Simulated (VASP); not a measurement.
# SnTe3 (Im-3m) in VASP: notebook, part 2 of 2

VASP 6.6.1.

**4. Single point, PBE**

This run uses another cell than the first one: it holds 8 atoms, not 4.

File INCAR:

```
SYSTEM = SnTe3
PREC     = Accurate       ! precision mode
ENCUT    = 520            ! plane-wave cutoff, eV
EDIFF    = 1E-7           ! SCF threshold, eV
ISMEAR   = 0              ! smearing method
SIGMA    = 0.2            ! smearing width, eV
LREAL    = .False.        ! projectors in reciprocal space
LASPH    = .True.         ! aspherical terms in the spheres
NELM     = 100            ! most SCF steps
ALGO     = Normal         ! electronic algorithm
ISIF     = 2              ! what is computed and relaxed
LWAVE    = .False.        ! write WAVECAR
LCHARG   = .False.        ! write CHGCAR
GGA      = PE             ! functional
NBANDS   = 42             ! bands
```

File KPOINTS:

```
Automatic mesh
0
Gamma
  4 4 4
  0 0 0
```

File POSCAR:

```
SnTe3
1.0
    3.2082963660     -3.2082963660     -3.2082963660
   -3.2082963660     -3.2082963660      3.2082963660
   -6.4165927320      0.0000000000     -6.4165927320
Sn Te
2 6
Direct
    0.5000000000      0.5000000000      0.5000000000
    1.0000000000      1.0000000000      0.0000000000
    0.2500000000      0.7500000000      0.7500000000
    0.7500000000      0.2500000000      0.2500000000
    1.0000000000      1.0000000000      0.5000000000
    0.5000000000      0.5000000000      0.0000000000
    0.7500000000      0.2500000000      0.7500000000
    0.2500000000      0.7500000000      0.2500000000
```

Potentials or basis: VASP PAW PBE potentials, release 64 (Sn_d, Te).

Command:

```bash
$ cat potpaw_PBE.64/Sn_d/POTCAR potpaw_PBE.64/Te/POTCAR > POTCAR
$ mpirun -np 1 vasp_std > vasp.out
```

OUTCAR:

```text
SYSTEM = SnTe3
   PREC = Accurate
   ENCUT = 520
   EDIFF = 1E-7
   ISMEAR = 0
   LREAL = .False.
   LASPH = .True.
   NELM = 100
   ISIF = 2
   GGA = PE

 ion  position               nearest neighbor table
   1  0.500  0.500  0.500-   3 3.21   4 3.21   5 3.21   7 3.21   8 3.21   5 3.21
   2  0.000  0.000  0.000-   3 3.21   4 3.21   6 3.21   7 3.21   8 3.21   6 3.21
   3  0.250  0.750  0.750-   1 3.21   2 3.21   5 3.21   6 3.21   7 3.21   7 3.21
   4  0.750  0.250  0.250-   1 3.21   2 3.21   5 3.21   6 3.21   8 3.21   8 3.21
   5  0.000  0.000  0.500-   1 3.21   3 3.21   4 3.21   7 3.21   8 3.21   1 3.21
   6  0.500  0.500  0.000-   2 3.21   3 3.21   4 3.21   7 3.21   8 3.21   2 3.21
   7  0.750  0.250  0.750-   1 3.21   2 3.21   3 3.21   5 3.21   6 3.21   3 3.21
   8  0.250  0.750  0.250-   1 3.21   2 3.21   4 3.21   5 3.21   6 3.21   4 3.21

  LATTYP: Found a base centered orthorhombic cell.
 ALAT       =     6.4165927320
 B/A-ratio  =     1.4142135624
 C/A-ratio  =     1.4142135624

  Lattice vectors:

 A1 = (   3.2082963660,  -3.2082963660,  -3.2082963660)
 A2 = (  -3.2082963660,  -3.2082963660,   3.2082963660)
 A3 = (  -6.4165927320,   0.0000000000,  -6.4165927320)

Analysis of symmetry for initial positions (statically):
=====================================================================
 Subroutine PRICEL returns following result:

  LATTYP: Found a body centered cubic cell.
 ALAT       =     6.4165927320

  Lattice vectors:

 A1 = (   3.2082963660,   3.2082963660,  -3.2082963660)
 A2 = (   3.2082963660,  -3.2082963660,   3.2082963660)
 A3 = (  -3.2082963660,  -3.2082963660,  -3.2082963660)

   2 primitive cells build up your supercell.

 Routine SETGRP: Setting up the symmetry group for a
 base centered orthorhombic supercell.

 Subroutine GETGRP returns: Found  8 space group operations
 (whereof  8 operations were pure point group operations)
 out of a pool of  8 trial point group operations.

The static configuration has the point symmetry D_2h.

Analysis of symmetry for dynamics (positions and initial velocities):
=====================================================================
 Subroutine PRICEL returns following result:

  LATTYP: Found a body centered cubic cell.
 ALAT       =     6.4165927320

  Lattice vectors:

 A1 = (   3.2082963660,   3.2082963660,  -3.2082963660)
 A2 = (   3.2082963660,  -3.2082963660,   3.2082963660)
 A3 = (  -3.2082963660,  -3.2082963660,  -3.2082963660)

   2 primitive cells build up your supercell.

 Routine SETGRP: Setting up the symmetry group for a
 base centered orthorhombic supercell.

 Subroutine GETGRP returns: Found  8 space group operations
 (whereof  8 operations were pure point group operations)
 out of a pool of  8 trial point group operations.

The dynamic configuration has the point symmetry D_2h.

 Subroutine INISYM returns: Found  8 space group operations
 (whereof  8 operations are pure point group operations),
 and found     2 'primitive' translations

----------------------------------------------------------------------------------------
[... 53 lines left out ...]
            Coordinates               Weight
  0.000000  0.000000  0.000000      1.000000
  0.250000  0.000000  0.000000      4.000000
  0.500000  0.000000  0.000000      2.000000
  0.250000  0.250000  0.000000      2.000000
  0.500000  0.250000  0.000000      4.000000
 -0.250000  0.250000  0.000000      2.000000
[... 13 lines left out ...]
 -0.250000  0.250000  0.500000      2.000000
  0.500000  0.500000  0.500000      1.000000
   k-points           NKPTS =     21   k-points in BZ     NKDIM =     21   number of bands    NBANDS=     42
   number of dos      NEDOS =    301   number of ions     NIONS =      8
   total plane-waves  NPLWV = 123480
   dimension x,y,z NGX =    42 NGY =   42 NGZ =   70
   dimension x,y,z NGXF=    84 NGYF=   84 NGZF=  140
   ions per type =               2   6
   NGX,Y,Z   is equivalent  to a cutoff of  12.57, 12.57, 12.82 a.u.
   NGXF,Y,Z  is equivalent  to a cutoff of  25.13, 25.13, 25.65 a.u.
 SYSTEM =  SnTe3
   PREC   = accura    normal or accurate (medium, high low for compatibility)
   ISTART =      0    job   : 0-new  1-cont  2-samecut
   ICHARG =      2    charge: 1-file 2-atom 10-const
   ISPIN  =      1    spin polarized calculation?
   LNONCOLLINEAR =      F non collinear calculations
   LSORBIT =      F    spin-orbit coupling
   LASPH  =      T    aspherical Exc in radial PAW
   ENCUT  =  520.0 eV  38.22 Ry    6.18 a.u.  10.33 10.33 16.87*2*pi/ulx,y,z
   NELM   =    100;   NELMIN=  2; NELMDL= -5     # of ELM steps
   EDIFF  = 0.1E-06   stopping-criterion for ELM
   LREAL  =      F    real-space projection
   EDIFFG = 0.1E-05   stopping-criterion for IOM
   NSW    =      0    number of steps for IOM
   IBRION =     -1    ionic relax: 0-MD 1-quasi-New 2-CG
   NFREE  =      0    steps in history (QN), initial steepest desc. (CG)
   ISIF   =      2    stress and relaxation
   ISYM   =      2    0-nonsym 1-usesym 2-fastsym
   POTIM  = 0.5000    time-step for ionic-motion
   TEBEG  =    0.0;   TEEND  =   0.0 temperature during run
   PSTRESS=    0.0 pullay stress
   NELECT =      64.0000    total number of electrons
   NUPDOWN=      -1.0000    fix difference up-down
   EMIN   =  10.00;   EMAX   =-10.00  energy-range for DOS
   EFERMI =   0.00;   METHOD = LEGACY
   ISMEAR =     0;   SIGMA  =   0.20  broadening in eV -4-tet -1-fermi 0-gaus
   EFERMI_NEDOS =   21; number of points for ismear=-14 and -15
   IALGO  =     38    algorithm
   IMIX   =      4    mixing-type and parameters
     AMIX     =   0.40;   BMIX     =  1.00
     AMIX_MAG =   1.60;   BMIX_MAG =  1.00
  volume/ion in A,a.u.               =      33.02       222.85
  Fermi-wavevector in a.u.,A,eV,Ry     =   1.020541  1.928542 14.170514  1.041503
  Thomas-Fermi vector in A             =   2.154116
   LORBIT       =      0    0 simple, 1 ext, 2 COOP (PROOUT), +10 PAW based schemes
   GGA     = PE    functional components
   LHFCALC =     F    Hartree Fock is set to
   AEXX    =    0.0000 exact exchange contribution
   IVDW    =     0    specifies the selected vdW correction
   LEPSILON=     F    determine dielectric tensor
   LRPA    =     F    only Hartree local field effects (RPA)
 non-spin polarized calculation
 Gauss-broadening in eV      SIGMA  =   0.20
  energy-cutoff  :      520.00
  volume of cell :      264.19
 maximum number of plane-waves:      7160
 NGX is ok and might be reduce to    42

 number of electron      64.0000001 magnetization

 Free energy of the ion-electron system (eV)
  ---------------------------------------------------
  ext. energy  EPLUGINS =         0.00000000
  ---------------------------------------------------
  free energy    TOTEN  =       -27.36292661 eV

  energy without entropy =      -27.31864199  energy(sigma->0) =      -27.34078430

 E-fermi :   6.3166     XC(G=0):  -9.2440

 val. band max:        6.2393022877   @ k =   0.2500   0.2500   0.0000
 cond. band min:       6.3394628073   @ k =   0.5000   0.5000   0.0000
 fundamental gap:      0.1001605195
 Fermi energy:         6.3166195656

 k-point     1 :       0.0000    0.0000    0.0000
  band No.  band energies     occupation
      1     -15.4400      2.00000
      2     -15.4397      2.00000
      3     -15.4293      2.00000
      4     -15.4292      2.00000
      5     -15.4291      2.00000
      6     -15.4288      2.00000
[... 934 lines left out ...]
     41      10.4413      0.00000
     42      10.4413      0.00000

------------------------ aborting loop because EDIFF is reached ----------------------------------------

  FORCE on cell =-STRESS in cart. coord.  units (eV):
  Direction    XX          YY          ZZ          XY          YZ          ZX
  --------------------------------------------------------------------------------------
  -------------------------------------------------------------------------------------
  Total        1.4842074     -2.8293397      1.4842074      0.0000000      0.0000000     -0.0308315
  in kB        9.0010207    -17.1586160      9.0010207      0.0000000      0.0000000     -0.1869785
  external PRESSURE =       0.2811418 kB  Pullay stress =       0.0000000 kB

 VOLUME and BASIS-vectors are now :
 -----------------------------------------------------------------------------
  energy-cutoff  :      520.00
  volume of cell :      264.19
      direct lattice vectors                 reciprocal lattice vectors
     3.208296366 -3.208296366 -3.208296366     0.077922976 -0.155845952 -0.077922976
    -3.208296366 -3.208296366  3.208296366    -0.077922976 -0.155845952  0.077922976
    -6.416592732  0.000000000 -6.416592732    -0.077922976  0.000000000 -0.077922976

 POSITION                                       TOTAL-FORCE (eV/Angst)
 -----------------------------------------------------------------------------------
     -3.20830     -3.20830     -3.20830         0.000000      0.000000     -0.000000
      0.00000      0.00000      0.00000         0.000000     -0.000000      0.000000
     -6.41659     -3.20830     -3.20830        -0.000000      0.000000      0.000000
      0.00000     -3.20830     -3.20830        -0.000000      0.000000      0.000000
     -3.20830      0.00000     -3.20830         0.000000      0.000000      0.000000
      0.00000     -3.20830      0.00000         0.000000      0.000000      0.000000
     -3.20830     -3.20830     -6.41659         0.000000     -0.000000     -0.000000
     -3.20830     -3.20830      0.00000        -0.000000     -0.000000     -0.000000
 -----------------------------------------------------------------------------------
    total drift:                                0.000000     -0.000000      0.000000

  FREE ENERGIE OF THE ION-ELECTRON SYSTEM (eV)
  ---------------------------------------------------
  free  energy   TOTEN  =       -27.3629266090 eV

  energy  without entropy=      -27.3186419851  energy(sigma->0) =      -27.34078430
```

Wall time 8.2 min (1 thread of Intel Xeon 8259CL, shared host); peak memory 0.45 GiB.

The run converged, but its numbers aren't listed here, since they failed a check.

Caveat: the result breaks the symmetry of the cell; spin-orbit coupling is left out, which moves the levels of the heavy elements.
